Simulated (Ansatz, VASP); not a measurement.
## Two plane-wave programs on Sr2TeO

```
O Te Sr
1.0
     2.09603    1.21014    7.16395
    -2.09603    1.21014    7.16395
     0.00000   -2.42029    7.16395
O Te Sr
1 1 2
Direct
  0.00000 0.00000 0.00000
  0.50000 0.50000 0.50000
  0.26768 0.26768 0.26768
  0.73232 0.73232 0.73232
```

Alike in both runs: task single point; functional PBE; k mesh 6 × 6 × 6; no spin polarisation.

```csv
,VASP,Ansatz
version,VASP 6.6.1,Ansatz 0.2.0
potentials or method,"VASP PAW PBE potentials, release 64 (O, Te, Sr_sv)","plane waves, PAW"
plane-wave cutoff (eV),520,420
occupations,"gaussian, width 0.01 eV",fixed
valence electrons in the cell,32,42
```

```tsv
	VASP	Ansatz	Ansatz less VASP
gap on the k mesh at the Fermi level (eV)	1.02	1.02	+0.004
pressure (GPa)	-1.2	-1.4	-0.17
rms of the force components (eV/Å)	0.028	0.028	+0.0001
```

Atom by atom the forces differ by 0.000 eV/Å (rms over components). VASP's potentials hold 32 valence electrons a cell and Ansatz's 42, so a difference there can come from the potentials and not from the codes.

Spin-orbit coupling is off throughout.
